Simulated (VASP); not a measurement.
A run of VASP 6.6.1:

The input POSCAR:

```
Bi
1.0
   -1.8440261319      1.8440261319      1.8440261319
    1.8440261319     -1.8440261319      1.8440261319
    1.8440261319      1.8440261319     -1.8440261319
Bi
1
Direct
    0.0000000000      0.0000000000      0.0000000000
```

INCAR.step1

```
ALGO = Normal
EDIFF = 1E-4
ENCUT = 520
GGA = PE
ISMEAR = 0
LASPH = T
LCHARG = F
LREAL = F
LWAVE = T
NBANDS = 14
NELM = 100
PREC = Accurate
SIGMA = 0.1
```

Contents of INCAR.step2:

```
ALGO = Normal
EDIFF = 1E-7
ENCUT = 520
ISIF = 2
ISMEAR = 0
ISTART = 1
LASPH = T
LCHARG = F
LMIXTAU = T
LREAL = F
LWAVE = F
METAGGA = R2SCAN
NBANDS = 14
NELM = 100
PREC = Accurate
SIGMA = 0.1
```

File KPOINTS:

```
k-points
0
Gamma
  8 8 8
```

Potentials or basis: VASP PAW PBE potentials, release 64 (Bi_d).

The run is started by

```sh
$ cat potpaw_PBE.64/Bi_d/POTCAR > POTCAR
$ cp INCAR.step1 INCAR
$ mpirun -np 1 vasp_std > vasp.out
$ cp INCAR.step2 INCAR
$ mpirun -np 1 vasp_std > vasp.out
```

Hardware: 1 thread of Intel(R) Xeon(R) 6975P-C (Granite Rapids), on a shared host.

Problem. Estimate the wall time of this run.

Solution. It took 20 s on 1 thread of Intel(R) Xeon(R) 6975P-C (Granite Rapids) (shared host), peak memory 0.14 GiB. Counts: k points 29.
